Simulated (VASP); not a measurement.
Write the native input for VASP 6.6.1 that does the following.

| Quantity | Value |
| --- | --- |
| Task | single point |
| Functional | LDA |
| Potentials or basis | VASP PAW LDA potentials, release 64 (Tc_pv) |
| Cutoff | 500 eV |
| k mesh | 9 × 9 × 9 |
| Occupations | fermi-dirac, width 0.1 eV |
| Spin | no spin polarisation |
| Dipole correction | no |
| Further INCAR settings | ALGO = Normal; EDIFF = 1e-06; NBANDS = 12 |

The structure of Tc lies in POSCAR:

```
Tc
1.0
    0.0000000000      1.8583828561      1.8583828561
    1.8583828561      0.0000000000      1.8583828561
    1.8583828561      1.8583828561      0.0000000000
Tc
1
Direct
    0.0000000000      0.0000000000      0.0000000000
```

This isn't the form of Tc at room conditions, which is hcp.

One way to write it, as run:

INCAR

```
PREC = Accurate
ENCUT = 500
EDIFF = 1E-6
ISMEAR = -1
SIGMA = 0.1
LREAL = F
LASPH = T
NELM = 120
ALGO = Normal
ISIF = 2
LWAVE = F
LCHARG = F
GGA = CA
NBANDS = 12
GGA_COMPAT = F
```

KPOINTS

```
Automatic mesh
0
Gamma
  9 9 9
```

Potentials or basis: VASP PAW LDA potentials, release 64 (Tc_pv).

Command:

```sh
$ cat potpaw_LDA.64/Tc_pv/POTCAR > POTCAR
$ mpirun -np 1 vasp_std > vasp.out
```

Results of the run:

| Quantity | Value |
| --- | --- |
| Pressure | 30.1 GPa |
| Band gap on the k mesh | zero (an odd number of electrons rules out a gap without spin polarisation) |

Caveat: the cell stands under pressure.

It took 2.4 s on 1 thread of Intel(R) Xeon(R) 6975P-C (Granite Rapids), on a shared host, peak memory 0.11 GiB.
